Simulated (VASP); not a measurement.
# YSe (Fm-3m) in VASP: further runs, part 2 of 2

VASP 6.6.1. Earlier steps stand in the parts before.

### Step 4. Single point, LDA

This run uses another cell than the first one, of 23.76 Å³/atom, 1.064 times its volume.

INCAR

```
  ALGO = Normal
  EDIFF = 1E-7
  ENCUT = 520
  ISIF = 2
  ISMEAR = -1
  LASPH = T
  LCHARG = T
  LELF = T
  LREAL = F
  LVHAR = T
  LWAVE = F
  NBANDS = 16
  NELM = 80
  PREC = Accurate
  SIGMA = 0.03
```

KPOINTS

```
k-points
0
Gamma
  7 7 7
```

POSCAR

```
YSe
1.0
    0.0000000000      2.8750000000      2.8750000000
    2.8750000000      0.0000000000      2.8750000000
    2.8750000000      2.8750000000      0.0000000000
Y Se
1 1
Direct
    0.0000000000      0.0000000000      0.0000000000
    0.5000000000      0.5000000000      0.5000000000
```

Potentials or basis: VASP PAW LDA potentials, release 64 (Y_sv, Se).

Run with:

```sh
cat potpaw_LDA.64/Y_sv/POTCAR potpaw_LDA.64/Se/POTCAR > POTCAR
mpirun -np 1 vasp_std > vasp.out
```

OUTCAR:

```text
EDIFF = 1E-7
   ENCUT = 520
   ISIF = 2
   ISMEAR = -1
   LASPH = T
   LREAL = F
   NELM = 80
   PREC = Accurate

 ion  position               nearest neighbor table
   1  0.000  0.000  0.000-   2 2.88   2 2.88   2 2.88   2 2.88   2 2.88   2 2.88
   2  0.500  0.500  0.500-   1 2.88   1 2.88   1 2.88   1 2.88   1 2.88   1 2.88

  LATTYP: Found a face centered cubic cell.
 ALAT       =     5.7500000000

  Lattice vectors:

 A1 = (   0.0000000000,   2.8750000000,   2.8750000000)
 A2 = (   2.8750000000,   0.0000000000,   2.8750000000)
 A3 = (   2.8750000000,   2.8750000000,   0.0000000000)

Analysis of symmetry for initial positions (statically):
=====================================================================
 Subroutine PRICEL returns:
 Original cell was already a primitive cell.

 Routine SETGRP: Setting up the symmetry group for a
 face centered cubic supercell.

 Subroutine GETGRP returns: Found 48 space group operations
 (whereof 48 operations were pure point group operations)
 out of a pool of 48 trial point group operations.

The static configuration has the point symmetry O_h .

Analysis of symmetry for dynamics (positions and initial velocities):
=====================================================================
 Subroutine PRICEL returns:
 Original cell was already a primitive cell.

 Routine SETGRP: Setting up the symmetry group for a
 face centered cubic supercell.

 Subroutine GETGRP returns: Found 48 space group operations
 (whereof 48 operations were pure point group operations)
 out of a pool of 48 trial point group operations.

The dynamic configuration has the point symmetry O_h .

 Subroutine INISYM returns: Found 48 space group operations
 (whereof 48 operations are pure point group operations),
 and found     1 'primitive' translations

----------------------------------------------------------------------------------------

                                     Primitive cell

  volume of cell :      47.5273

  direct lattice vectors                    reciprocal lattice vectors
     0.000000000  2.875000000  2.875000000    -0.173913043  0.173913043  0.173913043
     2.875000000  0.000000000  2.875000000     0.173913043 -0.173913043  0.173913043
     2.875000000  2.875000000  0.000000000     0.173913043  0.173913043 -0.173913043

  length of vectors
     4.065863992  4.065863992  4.065863992     0.301226227  0.301226227  0.301226227

  position of ions in fractional coordinates (direct lattice)
     0.000000000  0.000000000  0.000000000
     0.500000000  0.500000000  0.500000000

  ion indices of the primitive-cell ions
   primitive index   ion index
                 1           1
                 2           2

----------------------------------------------------------------------------------------

 KPOINTS: k-points

Automatic generation of k-mesh.
 Grid dimensions read from file:
 generate k-points for:    7    7    7

 Generating k-lattice:

  Cartesian coordinates                     Fractional coordinates (reciprocal lattice)
    -0.024844720  0.024844720  0.024844720     0.142857143  0.000000000  0.000000000
     0.024844720 -0.024844720  0.024844720     0.000000000  0.142857143  0.000000000
     0.024844720  0.024844720 -0.024844720     0.000000000  0.000000000  0.142857143

  Length of vectors
     0.043032318  0.043032318  0.043032318

  Shift w.r.t. Gamma in fractional coordinates (k-lattice)
     0.000000000  0.000000000  0.000000000

 Subroutine IBZKPT returns following result:
 ===========================================

 Found     20 irreducible k-points:

 Following reciprocal coordinates:
            Coordinates               Weight
  0.000000  0.000000  0.000000      1.000000
  0.142857  0.000000  0.000000      8.000000
  0.285714  0.000000  0.000000      8.000000
  0.428571  0.000000  0.000000      8.000000
  0.142857  0.142857  0.000000      6.000000
  0.285714  0.142857  0.000000     24.000000
[... 12 lines left out ...]
 -0.428571  0.428571  0.142857     24.000000
 -0.285714  0.428571  0.142857     24.000000
   k-points           NKPTS =     20   k-points in BZ     NKDIM =     20   number of bands    NBANDS=     16
   number of dos      NEDOS =    301   number of ions     NIONS =      2
   total plane-waves  NPLWV =  27000
   dimension x,y,z NGX =    30 NGY =   30 NGZ =   30
   dimension x,y,z NGXF=    60 NGYF=   60 NGZF=   60
   ions per type =               1   1
   NGX,Y,Z   is equivalent  to a cutoff of  12.27, 12.27, 12.27 a.u.
   NGXF,Y,Z  is equivalent  to a cutoff of  24.53, 24.53, 24.53 a.u.
 SYSTEM =  unknown system
   PREC   = accura    normal or accurate (medium, high low for compatibility)
   ISTART =      0    job   : 0-new  1-cont  2-samecut
   ICHARG =      2    charge: 1-file 2-atom 10-const
   ISPIN  =      1    spin polarized calculation?
   LNONCOLLINEAR =      F non collinear calculations
   LSORBIT =      F    spin-orbit coupling
   LASPH  =      T    aspherical Exc in radial PAW
   ENCUT  =  520.0 eV  38.22 Ry    6.18 a.u.   7.56  7.56  7.56*2*pi/ulx,y,z
   NELM   =     80;   NELMIN=  2; NELMDL= -5     # of ELM steps
   EDIFF  = 0.1E-06   stopping-criterion for ELM
   LREAL  =      F    real-space projection
   EDIFFG = 0.1E-05   stopping-criterion for IOM
   NSW    =      0    number of steps for IOM
   IBRION =     -1    ionic relax: 0-MD 1-quasi-New 2-CG
   NFREE  =      0    steps in history (QN), initial steepest desc. (CG)
   ISIF   =      2    stress and relaxation
   ISYM   =      2    0-nonsym 1-usesym 2-fastsym
   POTIM  = 0.5000    time-step for ionic-motion
   TEBEG  =    0.0;   TEEND  =   0.0 temperature during run
   PSTRESS=    0.0 pullay stress
   NELECT =      17.0000    total number of electrons
   NUPDOWN=      -1.0000    fix difference up-down
   EMIN   =  10.00;   EMAX   =-10.00  energy-range for DOS
   EFERMI =   0.00;   METHOD = LEGACY
   ISMEAR =    -1;   SIGMA  =   0.03  broadening in eV -4-tet -1-fermi 0-gaus
   EFERMI_NEDOS =   21; number of points for ismear=-14 and -15
   IALGO  =     38    algorithm
   IMIX   =      4    mixing-type and parameters
     AMIX     =   0.40;   BMIX     =  1.00
     AMIX_MAG =   1.60;   BMIX_MAG =  1.00
  volume/ion in A,a.u.               =      23.76       160.37
  Fermi-wavevector in a.u.,A,eV,Ry     =   1.162099  2.196050 18.374329  1.350475
  Thomas-Fermi vector in A             =   2.298664
   LORBIT       =      0    0 simple, 1 ext, 2 COOP (PROOUT), +10 PAW based schemes
   GGA     = CA    functional components
   LHFCALC =     F    Hartree Fock is set to
   AEXX    =    0.0000 exact exchange contribution
   IVDW    =     0    specifies the selected vdW correction
   LEPSILON=     F    determine dielectric tensor
   LRPA    =     F    only Hartree local field effects (RPA)
 non-spin polarized calculation
  energy-cutoff  :      520.00
  volume of cell :       47.53
 maximum number of plane-waves:      1299
 NGX is ok and might be reduce to    30
   NGX = 15   NGY = 15   NGZ = 15

 number of electron      16.9999998 magnetization

 Free energy of the ion-electron system (eV)
  ---------------------------------------------------
  ext. energy  EPLUGINS =         0.00000000
  ---------------------------------------------------
  free energy    TOTEN  =       -14.89522567 eV

  energy without entropy =      -14.89115742  energy(sigma->0) =      -14.89319154

 E-fermi :   5.9713     XC(G=0): -10.4145

 val. band max:        5.8060366854   @ k =   0.1429   0.0000   0.0000
 cond. band min:       5.9902096176   @ k =   0.1429   0.0000   0.0000
 fundamental gap:      0.1841729322
 Fermi energy:         5.9712860905

 k-point     1 :       0.0000    0.0000    0.0000
  band No.  band energies     occupation
      1     -37.5490      2.00000
      2     -17.6375      2.00000
      3     -17.6375      2.00000
      4     -17.6375      2.00000
      5      -9.2441      2.00000
      6       2.8935      2.00000
[... 8 lines left out ...]
     15      12.0862      0.00000
     16      17.8738      0.00000
[... 343 lines left out ...]
 k-point    20 :      -0.2857    0.4286    0.1429
  band No.  band energies     occupation
      1     -37.5281      2.00000
      2     -17.7900      2.00000
      3     -17.7857      2.00000
      4     -17.7101      2.00000
      5      -8.4367      2.00000
      6       0.4508      2.00000
[... 8 lines left out ...]
     15      13.0785      0.00000
     16      13.2215      0.00000

------------------------ aborting loop because EDIFF is reached ----------------------------------------

  FORCE on cell =-STRESS in cart. coord.  units (eV):
  Direction    XX          YY          ZZ          XY          YZ          ZX
  --------------------------------------------------------------------------------------
  -------------------------------------------------------------------------------------
  Total       -1.3343236     -1.3343236     -1.3343236     -0.0000000      0.0000000      0.0000000
  in kB      -44.9809063    -44.9809063    -44.9809063     -0.0000000      0.0000000      0.0000000
  external PRESSURE =     -44.9809063 kB  Pullay stress =       0.0000000 kB

 VOLUME and BASIS-vectors are now :
 -----------------------------------------------------------------------------
  energy-cutoff  :      520.00
  volume of cell :       47.53
      direct lattice vectors                 reciprocal lattice vectors
     0.000000000  2.875000000  2.875000000    -0.173913043  0.173913043  0.173913043
     2.875000000  0.000000000  2.875000000     0.173913043 -0.173913043  0.173913043
     2.875000000  2.875000000  0.000000000     0.173913043  0.173913043 -0.173913043

 POSITION                                       TOTAL-FORCE (eV/Angst)
 -----------------------------------------------------------------------------------
      0.00000      0.00000      0.00000         0.000000      0.000000     -0.000000
      2.87500      2.87500      2.87500        -0.000000     -0.000000      0.000000
 -----------------------------------------------------------------------------------
    total drift:                               -0.000000      0.000000      0.000000

  FREE ENERGIE OF THE ION-ELECTRON SYSTEM (eV)
  ---------------------------------------------------
  free  energy   TOTEN  =       -14.8952256670 eV

  energy  without entropy=      -14.8911574200  energy(sigma->0) =      -14.89319154
```

stdout:

```text
POSCAR found type information on POSCAR Y Se
 POSCAR found :  2 types and       2 ions
 scaLAPACK will be used
 LDA part: xc-table for (Slater(with rela. corr.)+CA(PZ))
 , standard interpolation
 POSCAR, INCAR and KPOINTS ok, starting setup
 FFT: planning ... GRIDC
 FFT: planning ... GRID_SOFT
 FFT: planning ... GRID
 WAVECAR not read
 entering main loop
```

Wall time 18 s (1 thread of Intel Xeon Platinum 8259CL at 2.50GHz (Skylake/Cascade Lake), shared host); peak memory 0.16 GiB.

What came out:

- Free energy: -14.8952 eV
- Pressure: -4.5 GPa

### Step 5. Single point, LDA (volume scaled by 1.01)

INCAR

```
SYSTEM = YSe
ALGO = Normal
EDIFF = 1E-6
ENCUT = 520
ISIF = 2
ISMEAR = -1
LASPH = .TRUE.
LCHARG = .FALSE.
LREAL = .FALSE.
LWAVE = .FALSE.
NBANDS = 16
NELM = 100
PREC = Accurate
SIGMA = 0.03
```

KPOINTS

```
k-points
0
G
  7 7 7
  0 0 0
```

POSCAR

```
YSe
1.0
    0.0000000000      2.8845515652      2.8845515652
    2.8845515652      0.0000000000      2.8845515652
    2.8845515652      2.8845515652      0.0000000000
Y Se
1 1
Direct
    0.0000000000      0.0000000000      0.0000000000
    0.5000000000      0.5000000000      0.5000000000
```

Potentials or basis: VASP PAW LDA potentials, release 64 (Y_sv, Se).

Run with:

```sh
cat potpaw_LDA.64/Y_sv/POTCAR potpaw_LDA.64/Se/POTCAR > POTCAR
mpirun -np 1 vasp_std > vasp.out
```

OUTCAR:

```text
SYSTEM = YSe
   EDIFF = 1E-6
   ENCUT = 520
   ISIF = 2
   ISMEAR = -1
   LASPH = .TRUE.
   LREAL = .FALSE.
   NELM = 100
   PREC = Accurate

 ion  position               nearest neighbor table
   1  0.000  0.000  0.000-   2 2.88   2 2.88   2 2.88   2 2.88   2 2.88   2 2.88
   2  0.500  0.500  0.500-   1 2.88   1 2.88   1 2.88   1 2.88   1 2.88   1 2.88

  LATTYP: Found a face centered cubic cell.
 ALAT       =     5.7691031304

  Lattice vectors:

 A1 = (   0.0000000000,   2.8845515652,   2.8845515652)
 A2 = (   2.8845515652,   0.0000000000,   2.8845515652)
 A3 = (   2.8845515652,   2.8845515652,   0.0000000000)

[... 556 lines left out ...]

  FORCE on cell =-STRESS in cart. coord.  units (eV):
  Direction    XX          YY          ZZ          XY          YZ          ZX
  --------------------------------------------------------------------------------------
  -------------------------------------------------------------------------------------
  Total       -1.5530296     -1.5530296     -1.5530296      0.0000000     -0.0000000      0.0000000
  in kB      -51.8352755    -51.8352755    -51.8352755      0.0000000     -0.0000000      0.0000000
  external PRESSURE =     -51.8352755 kB  Pullay stress =       0.0000000 kB

 VOLUME and BASIS-vectors are now :
 -----------------------------------------------------------------------------
  energy-cutoff  :      520.00
  volume of cell :       48.00
      direct lattice vectors                 reciprocal lattice vectors
     0.000000000  2.884551565  2.884551565    -0.173337168  0.173337168  0.173337168
     2.884551565  0.000000000  2.884551565     0.173337168 -0.173337168  0.173337168
     2.884551565  2.884551565  0.000000000     0.173337168  0.173337168 -0.173337168

 POSITION                                       TOTAL-FORCE (eV/Angst)
 -----------------------------------------------------------------------------------
      0.00000      0.00000      0.00000        -0.000000      0.000000     -0.000000
      2.88455      2.88455      2.88455         0.000000     -0.000000      0.000000
 -----------------------------------------------------------------------------------
    total drift:                               -0.000000      0.000000      0.000000

  FREE ENERGIE OF THE ION-ELECTRON SYSTEM (eV)
  ---------------------------------------------------
  free  energy   TOTEN  =       -14.8808584351 eV

  energy  without entropy=      -14.8767609663  energy(sigma->0) =      -14.87880970
```

stdout:

```text
POSCAR found type information on POSCAR Y Se
 POSCAR found :  2 types and       2 ions
 scaLAPACK will be used
 LDA part: xc-table for (Slater(with rela. corr.)+CA(PZ))
 , standard interpolation
 POSCAR, INCAR and KPOINTS ok, starting setup
 FFT: planning ... GRIDC
 FFT: planning ... GRID_SOFT
 FFT: planning ... GRID
 WAVECAR not read
 entering main loop
```

Wall time 16 s (1 thread of Intel Xeon Platinum 8259CL at 2.50GHz (Skylake/Cascade Lake), shared host); peak memory 0.16 GiB.

Results:

- Free energy: -14.8809 eV
- Pressure: -5.2 GPa

Levels at points of the mesh, in eV from the Fermi level:
```tsv
k point	band 5	band 6	band 7	band 8	band 9	band 10	band 11	band 12	band 13	band 14
(0.00, 0.00, 0.00)	-15.18	-3.08	-3.08	-3.08	-0.32	-0.32	-0.32	0.43	0.43	0.44
```

Caveat: the cell differs from its parent crystal (volume scaled by 1.01).

### Step 6. Overview

| cell | gap on the mesh (eV) | pressure (GPa) |
| --- | --- | --- |
| a = 3.983 Å, angles 60.0°, 2 atoms | none | 0.7 |
| a = 4.039 Å, angles 60.0°, 2 atoms | none | -3.0 |
| a = 4.066 Å, angles 60.0°, 2 atoms | none | -4.5 |
| a = 4.079 Å, angles 60.0°, 2 atoms | none | -5.2 |

Alike in all rows: task single point; level LDA; potentials or basis VASP PAW LDA potentials, release 64 (Y_sv, Se); no spin polarisation; k mesh 7 × 7 × 7; cutoff (eV) 520; smearing fermi-dirac 0.03 eV.

Absolute energies hang on the potentials; compare differences alone.
